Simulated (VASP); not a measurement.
# Rh (Fm-3m) in VASP: single point with r2SCAN

Aim: the single point of Rh with r2SCAN.

Everything below comes from runs of VASP 6.6.1. Logs are shortened: lines on timing, memory, paths and dates and some standing lists are left out, and cuts for length are marked.

## (1) The cell of the first run

Symmetry: Fm-3m, No. 225, cubic system. The conventional cell has a = 3.803 Å, b = 3.803 Å, c = 3.803 Å, α = 90.00°, β = 90.00°, γ = 90.00°. Rh (site symmetry m-3m) has 12 Rh at 2.69 Å within 3.5 Å.

## (2) Single point, r2SCAN

POSCAR reads:

```
Rh
1.0
    0.0000000000      1.9015500000      1.9015500000
    1.9015500000      0.0000000000      1.9015500000
    1.9015500000      1.9015500000      0.0000000000
Rh
1
Direct
    0.0000000000      0.0000000000      0.0000000000
```

INCAR.step1 reads:

```
PREC     = Accurate       # precision mode
ENCUT    = 680            # plane-wave cutoff, eV
ISMEAR   = 0              # smearing method
SIGMA    = 0.1            # smearing width, eV
LREAL    = False          # projectors in reciprocal space
LASPH    = True           # aspherical terms in the spheres
NELM     = 120            # most SCF steps
NBANDS   = 14             # bands
GGA      = PE             # functional
ALGO     = Normal         # electronic algorithm
EDIFF    = 1E-5           # SCF threshold, eV
LWAVE    = True           # write WAVECAR
LCHARG   = False          # write CHGCAR
GGA_COMPAT= False
```

INCAR.step2 reads:

```
PREC     = Accurate       # precision mode
ENCUT    = 680            # plane-wave cutoff, eV
EDIFF    = 1E-6           # SCF threshold, eV
ISMEAR   = 0              # smearing method
SIGMA    = 0.1            # smearing width, eV
LREAL    = False          # projectors in reciprocal space
LASPH    = True           # aspherical terms in the spheres
NELM     = 120            # most SCF steps
ALGO     = Normal         # electronic algorithm
ISIF     = 2              # what is computed and relaxed
LWAVE    = False          # write WAVECAR
LCHARG   = True           # write CHGCAR
METAGGA  = R2SCAN         # meta-GGA
LMIXTAU  = True         
LELF     = True           # ELF
LVHAR    = True         
NBANDS   = 14             # bands
ISTART   = 1            
GGA_COMPAT= False
```

KPOINTS reads:

```
Automatic mesh
0
Gamma
  8 8 8
```

Potentials or basis: VASP PAW PBE potentials, release 64 (Rh_sv_GW).

Command:

```bash
> cat potpaw_PBE.64/Rh_sv_GW/POTCAR > POTCAR
> cp INCAR.step1 INCAR
> mpirun -np 1 vasp_std > vasp.out
> cp INCAR.step2 INCAR
> mpirun -np 1 vasp_std > vasp.out
```

OUTCAR:

```text
PREC = Accurate
   ENCUT = 680
   EDIFF = 1E-6
   ISMEAR = 0
   LREAL = False
   LASPH = True
   NELM = 120
   ISIF = 2
   METAGGA = R2SCAN
   ISTART = 1

 ion  position               nearest neighbor table
   1  0.000  0.000  0.000-

  LATTYP: Found a face centered cubic cell.
 ALAT       =     3.8031000000

  Lattice vectors:

 A1 = (   0.0000000000,   1.9015500000,   1.9015500000)
 A2 = (   1.9015500000,   0.0000000000,   1.9015500000)
 A3 = (   1.9015500000,   1.9015500000,   0.0000000000)

Analysis of symmetry for initial positions (statically):
=====================================================================
 Subroutine PRICEL returns:
 Original cell was already a primitive cell.

 Routine SETGRP: Setting up the symmetry group for a
 face centered cubic supercell.

 Subroutine GETGRP returns: Found 48 space group operations
 (whereof 48 operations were pure point group operations)
 out of a pool of 48 trial point group operations.

The static configuration has the point symmetry O_h .

Analysis of symmetry for dynamics (positions and initial velocities):
=====================================================================
 Subroutine PRICEL returns:
 Original cell was already a primitive cell.

 Routine SETGRP: Setting up the symmetry group for a
 face centered cubic supercell.

 Subroutine GETGRP returns: Found 48 space group operations
 (whereof 48 operations were pure point group operations)
 out of a pool of 48 trial point group operations.

The dynamic configuration has the point symmetry O_h .

 Subroutine INISYM returns: Found 48 space group operations
 (whereof 48 operations are pure point group operations),
 and found     1 'primitive' translations

----------------------------------------------------------------------------------------

                                     Primitive cell

  volume of cell :      13.7516

  direct lattice vectors                    reciprocal lattice vectors
     0.000000000  1.901550000  1.901550000    -0.262943388  0.262943388  0.262943388
     1.901550000  0.000000000  1.901550000     0.262943388 -0.262943388  0.262943388
     1.901550000  1.901550000  0.000000000     0.262943388  0.262943388 -0.262943388

  length of vectors
     2.689197800  2.689197800  2.689197800     0.455431308  0.455431308  0.455431308

  position of ions in fractional coordinates (direct lattice)
     0.000000000  0.000000000  0.000000000
[... 70 lines left out ...]
   ISPIN  =      1    spin polarized calculation?
   LNONCOLLINEAR =      F non collinear calculations
   LSORBIT =      F    spin-orbit coupling
   LASPH  =      T    aspherical Exc in radial PAW
   ENCUT  =  680.0 eV  49.98 Ry    7.07 a.u.   5.72  5.72  5.72*2*pi/ulx,y,z
   NELM   =    120;   NELMIN=  2; NELMDL=  0     # of ELM steps
   EDIFF  = 0.1E-05   stopping-criterion for ELM
   LREAL  =      F    real-space projection
[... 7 lines left out ...]
   TEBEG  =    0.0;   TEEND  =   0.0 temperature during run
   PSTRESS=    0.0 pullay stress
   NELECT =      17.0000    total number of electrons
   NUPDOWN=      -1.0000    fix difference up-down
   EMIN   =  10.00;   EMAX   =-10.00  energy-range for DOS
   EFERMI =   0.00;   METHOD = LEGACY
   ISMEAR =     0;   SIGMA  =   0.10  broadening in eV -4-tet -1-fermi 0-gaus
   EFERMI_NEDOS =   21; number of points for ismear=-14 and -15
   IALGO  =     38    algorithm
   IMIX   =      4    mixing-type and parameters
     AMIX     =   0.40;   BMIX     =  1.00
     AMIX_MAG =   1.60;   BMIX_MAG =  1.00
  volume/ion in A,a.u.               =      13.75        92.80
  Fermi-wavevector in a.u.,A,eV,Ry     =   1.757007  3.320261 42.002167  3.087072
  Thomas-Fermi vector in A             =   2.826445
   LORBIT       =      0    0 simple, 1 ext, 2 COOP (PROOUT), +10 PAW based schemes
   METAGGA = R2SCAN    functional components
   LHFCALC =     F    Hartree Fock is set to
   AEXX    =    0.0000 exact exchange contribution
   IVDW    =     0    specifies the selected vdW correction
   LEPSILON=     F    determine dielectric tensor
   LRPA    =     F    only Hartree local field effects (RPA)
 non-spin polarized calculation
 Gauss-broadening in eV      SIGMA  =   0.10
  energy-cutoff  :      680.00
  volume of cell :       13.75
 maximum number of plane-waves:       568
   NGX = 11   NGY = 11   NGZ = 11

 number of electron      17.0000001 magnetization

 Free energy of the ion-electron system (eV)
  ---------------------------------------------------
  ext. energy  EPLUGINS =         0.00000000
  ---------------------------------------------------
  free energy    TOTEN  =       -23.26228588 eV

  energy without entropy =      -23.25456631  energy(sigma->0) =      -23.25842610

 E-fermi :  10.7247     XC(G=0): -15.2602

 val. band max:       10.7056062680   @ k =  -0.3750   0.2500   0.0000
 cond. band min:      10.7772931408   @ k =   0.3750   0.0000   0.0000
 fundamental gap:      0.0716868728
 Fermi energy:        10.7246781348

 k-point     1 :       0.0000    0.0000    0.0000
  band No.  band energies     occupation
      1     -70.4512      2.00000
      2     -37.0831      2.00000
      3     -37.0831      2.00000
      4     -37.0831      2.00000
      5       2.5424      2.00000
      6       7.5418      2.00000
      7       7.5418      2.00000
      8       7.5418      2.00000
      9       9.6313      2.00000
     10       9.6313      2.00000
     11      27.1379      0.00000
     12      32.7967      0.00000
     13      32.7967      0.00000
     14      32.7967      0.00000
[... 377 lines left out ...]
      1     -70.3081      2.00000
      2     -37.7578      2.00000
      3     -37.3956      2.00000
      4     -37.2562      2.00000
      5       5.5408      2.00000
      6       6.4049      2.00000
      7       7.9811      2.00000
      8       8.6065      2.00000
      9      11.1044      0.00000
     10      16.4217      0.00000
     11      19.5922      0.00000
     12      27.4142      0.00000
     13      28.2525      0.00000
     14      32.6194      0.00000

 [... further k-points ...]
[... 5 lines left out ...]
  --------------------------------------------------------------------------------------
  -------------------------------------------------------------------------------------
  Total        0.0094345      0.0094345      0.0094345      0.0000000     -0.0000000      0.0000000
  in kB        1.0991945      1.0991945      1.0991945      0.0000000     -0.0000000      0.0000000
  external PRESSURE =       1.0991945 kB  Pullay stress =       0.0000000 kB

 VOLUME and BASIS-vectors are now :
 -----------------------------------------------------------------------------
  energy-cutoff  :      680.00
  volume of cell :       13.75
      direct lattice vectors                 reciprocal lattice vectors
     0.000000000  1.901550000  1.901550000    -0.262943388  0.262943388  0.262943388
     1.901550000  0.000000000  1.901550000     0.262943388 -0.262943388  0.262943388
     1.901550000  1.901550000  0.000000000     0.262943388  0.262943388 -0.262943388

 POSITION                                       TOTAL-FORCE (eV/Angst)
 -----------------------------------------------------------------------------------
      0.00000      0.00000      0.00000        -0.000000      0.000000     -0.000000
 -----------------------------------------------------------------------------------
    total drift:                               -0.000000      0.000000      0.000000

  FREE ENERGIE OF THE ION-ELECTRON SYSTEM (eV)
  ---------------------------------------------------
  free  energy   TOTEN  =       -23.2622858811 eV

  energy  without entropy=      -23.2545663126  energy(sigma->0) =      -23.25842610
```

It took 52 s on 1 thread of AMD EPYC 7R43 (Zen 3), shared host; peak memory 0.12 GiB.

Results:

| Property | Result |
| --- | --- |
| Free energy | -23.2623 eV |
| Pressure | 0.1 GPa |
| Band gap on the k mesh | zero (an odd number of electrons rules out a gap without spin polarisation) |

Caveat: the PAW data sets were made with another functional, which shifts forces and pressure a little.

The gap in the log of VASP goes by the Fermi energy; the results here count the filled bands.